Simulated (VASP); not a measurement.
# HfGe3 (Pm-3m) in VASP: single point with PBE+D4

Aim: the single point of HfGe3 with PBE+D4.

All numbers are computed with VASP 6.6.1; they aren't measurements. Logs are shortened: lines on timing, memory, paths and dates and some standing lists are left out, and cuts for length are marked.

**1. The cell of the first run**

It takes space group Pm-3m (No. 221, cubic). The conventional cell has a = 4.189 Å, b = 4.189 Å, c = 4.189 Å, α = 90.00°, β = 90.00°, γ = 90.00°. Hf (site symmetry m-3m) has 12 Ge at 2.96 Å within 3.9 Å. Ge (site symmetry 4/mmm) has 4 Hf at 2.96 Å and 8 Ge at 2.96 Å within 3.9 Å.

**2. Single point, PBE+D4**

Input file INCAR:

```
PREC     = Accurate       # precision mode
ENCUT    = 520            # plane-wave cutoff, eV
EDIFF    = 1E-6           # SCF threshold, eV
ISMEAR   = 0              # smearing method
SIGMA    = 0.05           # smearing width, eV
LREAL    = F              # projectors in reciprocal space
LASPH    = T              # aspherical terms in the spheres
NELM     = 80             # most SCF steps
ALGO     = Normal         # electronic algorithm
ISIF     = 2              # what is computed and relaxed
LWAVE    = F              # write WAVECAR
LCHARG   = T              # write CHGCAR
GGA      = PE             # functional
IVDW     = 13             # dispersion correction
LELF     = T              # ELF
LVHAR    = T            
NBANDS   = 34             # bands
```

Input file KPOINTS:

```
Automatic mesh
0
Gamma
  10 10 10
```

Input file POSCAR:

```
HfGe3
1.0
    4.1893899931      0.0000000000      0.0000000000
    0.0000000000      4.1893899931      0.0000000000
    0.0000000000      0.0000000000      4.1893899931
Hf Ge
1 3
Direct
    0.0000000000      0.0000000000      0.0000000000
    0.0000000000      0.5000000000      0.5000000000
    0.5000000000      0.5000000000      0.0000000000
    0.5000000000      0.0000000000      0.5000000000
```

Potentials or basis: VASP PAW PBE potentials, release 64 (Hf_pv, Ge_d).

Run with:

```sh
$ cat potpaw_PBE.64/Hf_pv/POTCAR potpaw_PBE.64/Ge_d/POTCAR > POTCAR
$ mpirun -np 1 vasp_std > vasp.out
```

OUTCAR:

```text
PREC = Accurate
   ENCUT = 520
   EDIFF = 1E-6
   ISMEAR = 0
   LREAL = F
   LASPH = T
   NELM = 80
   ISIF = 2
   GGA = PE
   IVDW = 13

 ion  position               nearest neighbor table
   1  0.000  0.000  0.000-   2 2.96   3 2.96   4 2.96   2 2.96   4 2.96   2 2.96   3 2.96   2 2.96
                             3 2.96   4 2.96   4 2.96   3 2.96
   2  0.000  0.500  0.500-   1 2.96   1 2.96   1 2.96   1 2.96
   3  0.500  0.500  0.000-   1 2.96   1 2.96   1 2.96   1 2.96
   4  0.500  0.000  0.500-   1 2.96   1 2.96   1 2.96   1 2.96

  LATTYP: Found a simple cubic cell.
 ALAT       =     4.1893899931

  Lattice vectors:

 A1 = (   4.1893899931,   0.0000000000,   0.0000000000)
 A2 = (   0.0000000000,   4.1893899931,   0.0000000000)
 A3 = (   0.0000000000,   0.0000000000,   4.1893899931)

Analysis of symmetry for initial positions (statically):
=====================================================================
 Subroutine PRICEL returns:
 Original cell was already a primitive cell.

 Routine SETGRP: Setting up the symmetry group for a
 simple cubic supercell.

 Subroutine GETGRP returns: Found 48 space group operations
 (whereof 48 operations were pure point group operations)
 out of a pool of 48 trial point group operations.

The static configuration has the point symmetry O_h .

Analysis of symmetry for dynamics (positions and initial velocities):
=====================================================================
 Subroutine PRICEL returns:
 Original cell was already a primitive cell.

 Routine SETGRP: Setting up the symmetry group for a
 simple cubic supercell.

 Subroutine GETGRP returns: Found 48 space group operations
 (whereof 48 operations were pure point group operations)
 out of a pool of 48 trial point group operations.

The dynamic configuration has the point symmetry O_h .

 Subroutine INISYM returns: Found 48 space group operations
 (whereof 48 operations are pure point group operations),
 and found     1 'primitive' translations

----------------------------------------------------------------------------------------

                                     Primitive cell

  volume of cell :      73.5279

  direct lattice vectors                    reciprocal lattice vectors
     4.189389993  0.000000000  0.000000000     0.238698236  0.000000000  0.000000000
     0.000000000  4.189389993  0.000000000     0.000000000  0.238698236  0.000000000
     0.000000000  0.000000000  4.189389993     0.000000000  0.000000000  0.238698236

  length of vectors
     4.189389993  4.189389993  4.189389993     0.238698236  0.238698236  0.238698236

  position of ions in fractional coordinates (direct lattice)
     0.000000000  0.000000000  0.000000000
     0.000000000  0.500000000  0.500000000
     0.500000000  0.500000000  0.000000000
     0.500000000  0.000000000  0.500000000

  ion indices of the primitive-cell ions
   primitive index   ion index
                 1           1
                 2           2
                 3           3
                 4           4

----------------------------------------------------------------------------------------

 KPOINTS: Automatic mesh

Automatic generation of k-mesh.
 Grid dimensions read from file:
 generate k-points for:   10   10   10

 Generating k-lattice:

  Cartesian coordinates                     Fractional coordinates (reciprocal lattice)
     0.023869824  0.000000000  0.000000000     0.100000000  0.000000000  0.000000000
     0.000000000  0.023869824  0.000000000     0.000000000  0.100000000  0.000000000
     0.000000000  0.000000000  0.023869824     0.000000000  0.000000000  0.100000000

  Length of vectors
     0.023869824  0.023869824  0.023869824

  Shift w.r.t. Gamma in fractional coordinates (k-lattice)
     0.000000000  0.000000000  0.000000000

 Subroutine IBZKPT returns following result:
 ===========================================

 Found     56 irreducible k-points:

 Following reciprocal coordinates:
            Coordinates               Weight
  0.000000  0.000000  0.000000      1.000000
  0.100000  0.000000  0.000000      6.000000
  0.200000  0.000000  0.000000      6.000000
  0.300000  0.000000  0.000000      6.000000
  0.400000  0.000000  0.000000      6.000000
  0.500000  0.000000  0.000000      3.000000
[... 16 lines left out ...]
  0.200000  0.100000  0.100000     24.000000
  0.300000  0.100000  0.100000     24.000000
 [... further k-points ...]
   k-points           NKPTS =     56   k-points in BZ     NKDIM =     56   number of bands    NBANDS=     34
   number of dos      NEDOS =    301   number of ions     NIONS =      4
   total plane-waves  NPLWV =  32768
   dimension x,y,z NGX =    32 NGY =   32 NGZ =   32
   dimension x,y,z NGXF=    64 NGYF=   64 NGZF=   64
   ions per type =               1   3
   NGX,Y,Z   is equivalent  to a cutoff of  12.70, 12.70, 12.70 a.u.
   NGXF,Y,Z  is equivalent  to a cutoff of  25.40, 25.40, 25.40 a.u.
 SYSTEM =  unknown system
   PREC   = accura    normal or accurate (medium, high low for compatibility)
   ISTART =      0    job   : 0-new  1-cont  2-samecut
   ICHARG =      2    charge: 1-file 2-atom 10-const
   ISPIN  =      1    spin polarized calculation?
   LNONCOLLINEAR =      F non collinear calculations
   LSORBIT =      F    spin-orbit coupling
   LASPH  =      T    aspherical Exc in radial PAW
   ENCUT  =  520.0 eV  38.22 Ry    6.18 a.u.   7.79  7.79  7.79*2*pi/ulx,y,z
   NELM   =     80;   NELMIN=  2; NELMDL= -5     # of ELM steps
   EDIFF  = 0.1E-05   stopping-criterion for ELM
   LREAL  =      F    real-space projection
   EDIFFG = 0.1E-04   stopping-criterion for IOM
   NSW    =      0    number of steps for IOM
   IBRION =     -1    ionic relax: 0-MD 1-quasi-New 2-CG
   NFREE  =      0    steps in history (QN), initial steepest desc. (CG)
   ISIF   =      2    stress and relaxation
   ISYM   =      2    0-nonsym 1-usesym 2-fastsym
   POTIM  = 0.5000    time-step for ionic-motion
   TEBEG  =    0.0;   TEEND  =   0.0 temperature during run
   PSTRESS=    0.0 pullay stress
   NELECT =      52.0000    total number of electrons
   NUPDOWN=      -1.0000    fix difference up-down
   EMIN   =  10.00;   EMAX   =-10.00  energy-range for DOS
   EFERMI =   0.00;   METHOD = LEGACY
   ISMEAR =     0;   SIGMA  =   0.05  broadening in eV -4-tet -1-fermi 0-gaus
   EFERMI_NEDOS =   21; number of points for ismear=-14 and -15
   IALGO  =     38    algorithm
   IMIX   =      4    mixing-type and parameters
     AMIX     =   0.40;   BMIX     =  1.00
     AMIX_MAG =   1.60;   BMIX_MAG =  1.00
  volume/ion in A,a.u.               =      18.38       124.05
  Fermi-wavevector in a.u.,A,eV,Ry     =   1.458563  2.756284 28.945111  2.127406
  Thomas-Fermi vector in A             =   2.575233
   LORBIT       =      0    0 simple, 1 ext, 2 COOP (PROOUT), +10 PAW based schemes
   GGA     = PE    functional components
   LHFCALC =     F    Hartree Fock is set to
   AEXX    =    0.0000 exact exchange contribution
   IVDW    =    13    specifies the selected vdW correction
   LEPSILON=     F    determine dielectric tensor
   LRPA    =     F    only Hartree local field effects (RPA)
 non-spin polarized calculation
 Gauss-broadening in eV      SIGMA  =   0.05
  energy-cutoff  :      520.00
  volume of cell :       73.53
 maximum number of plane-waves:      2000
 NGX is ok and might be reduce to    32
   NGX = 15   NGY = 15   NGZ = 15

 number of electron      52.0000079 magnetization

 Free energy of the ion-electron system (eV)
  ---------------------------------------------------
  ext. energy  EPLUGINS =         0.00000000
  ---------------------------------------------------
  free energy    TOTEN  =       -23.69109224 eV

  energy without entropy =      -23.68834372  energy(sigma->0) =      -23.68971798

 E-fermi :   7.3449     XC(G=0): -11.6439

 val. band max:        7.3196527784   @ k =   0.5000   0.4000   0.0000
 cond. band min:       7.3533885645   @ k =   0.5000   0.4000   0.1000
 fundamental gap:      0.0337357861
 Fermi energy:         7.3448616423

 k-point     1 :       0.0000    0.0000    0.0000
  band No.  band energies     occupation
      1     -24.4241      2.00000
      2     -24.4241      2.00000
      3     -24.4241      2.00000
      4     -17.5126      2.00000
      5     -17.5006      2.00000
      6     -17.5006      2.00000
[... 26 lines left out ...]
     33       9.3697      0.00000
     34      12.7680      0.00000

 k-point     2 :       0.1000    0.0000    0.0000
  band No.  band energies     occupation
      1     -24.4270      2.00000
      2     -24.4241      2.00000
      3     -24.4241      2.00000
      4     -17.5100      2.00000
      5     -17.5001      2.00000
      6     -17.4969      2.00000
[... 26 lines left out ...]
     33      10.5577      0.00000
     34      12.2812      0.00000

 k-point     3 :       0.2000    0.0000    0.0000
  band No.  band energies     occupation
      1     -24.4344      2.00000
      2     -24.4241      2.00000
      3     -24.4241      2.00000
      4     -17.5026      2.00000
      5     -17.4989      2.00000
      6     -17.4860      2.00000
[... 26 lines left out ...]
     33      11.2155      0.00000
     34      11.9296      0.00000

 k-point     4 :       0.3000    0.0000    0.0000
  band No.  band energies     occupation
      1     -24.4436      2.00000
      2     -24.4240      2.00000
      3     -24.4240      2.00000
      4     -17.4973      2.00000
      5     -17.4919      2.00000
      6     -17.4691      2.00000
[... 26 lines left out ...]
     33      11.4063      0.00000
     34      12.4845      0.00000

 k-point     5 :       0.4000    0.0000    0.0000
  band No.  band energies     occupation
      1     -24.4510      2.00000
      2     -24.4240      2.00000
      3     -24.4240      2.00000
      4     -17.4959      2.00000
      5     -17.4804      2.00000
      6     -17.4476      2.00000
[... 621 lines left out ...]
 k-point    22 :       0.1000    0.1000    0.1000
  band No.  band energies     occupation
      1     -24.4276      2.00000
      2     -24.4265      2.00000
      3     -24.4265      2.00000
      4     -17.5059      2.00000
      5     -17.4939      2.00000
      6     -17.4922      2.00000
[... 26 lines left out ...]
     33      11.3155      0.00000
     34      11.3155      0.00000

 k-point    23 :       0.2000    0.1000    0.1000
  band No.  band energies     occupation
      1     -24.4342      2.00000
      2     -24.4270      2.00000
      3     -24.4263      2.00000
      4     -17.5001      2.00000
      5     -17.4915      2.00000
      6     -17.4825      2.00000
[... 26 lines left out ...]
     33      11.5934      0.00000
     34      11.8820      0.00000

 k-point    24 :       0.3000    0.1000    0.1000
  band No.  band energies     occupation
      1     -24.4431      2.00000
      2     -24.4268      2.00000
      3     -24.4261      2.00000
      4     -17.4928      2.00000
      5     -17.4876      2.00000
      6     -17.4672      2.00000
[... 26 lines left out ...]
     33      11.3772      0.00000
     34      11.8574      0.00000

 [... further k-points ...]

------------------------ aborting loop because EDIFF is reached ----------------------------------------

  DFT-D4 for vdW energy calculation

  Edisp (eV):   -1.36694

  FORCE on cell =-STRESS in cart. coord.  units (eV):
  Direction    XX          YY          ZZ          XY          YZ          ZX
  --------------------------------------------------------------------------------------
  -------------------------------------------------------------------------------------
  Total      -1.31444    -1.31444    -1.31444     0.00000    -0.00000     0.00000
  in kB     -28.64177   -28.64177   -28.64177     0.00000    -0.00000     0.00000
  external pressure =      -28.64 kB  Pullay stress =        0.00 kB

 VOLUME and BASIS-vectors are now :
 -----------------------------------------------------------------------------
  energy-cutoff  :      520.00
  volume of cell :       73.53
      direct lattice vectors                 reciprocal lattice vectors
     4.189389993  0.000000000  0.000000000     0.238698236  0.000000000  0.000000000
     0.000000000  4.189389993  0.000000000     0.000000000  0.238698236  0.000000000
     0.000000000  0.000000000  4.189389993     0.000000000  0.000000000  0.238698236

 POSITION                                       TOTAL-FORCE (eV/Angst)
 -----------------------------------------------------------------------------------
      0.00000      0.00000      0.00000         0.000000      0.000000      0.000000
      0.00000      2.09469      2.09469         0.000000      0.000000      0.000000
      2.09469      2.09469      0.00000         0.000000      0.000000      0.000000
      2.09469      0.00000      2.09469         0.000000      0.000000      0.000000
 -----------------------------------------------------------------------------------
    total drift:                                0.000000     -0.000000     -0.000000

  FREE ENERGIE OF THE ION-ELECTRON SYSTEM (eV)
  ---------------------------------------------------
  free  energy   TOTEN  =       -25.0580332872 eV

  energy  without entropy=      -25.0552847635  energy(sigma->0) =      -25.05665903
```

Run time: 1.7 min. Hardware: 1 thread of Intel Xeon 8259CL, shared host; peak memory 0.25 GiB.

What came out:

* Free energy: -25.0580 eV
* Pressure: -2.9 GPa
* Band gap on the k mesh: zero (bands 26 and 27 overlap by 1.53 eV)
* Dispersion energy per atom: -0.342 eV

Caveat: spin-orbit coupling is left out, which moves the levels of the heavy elements.
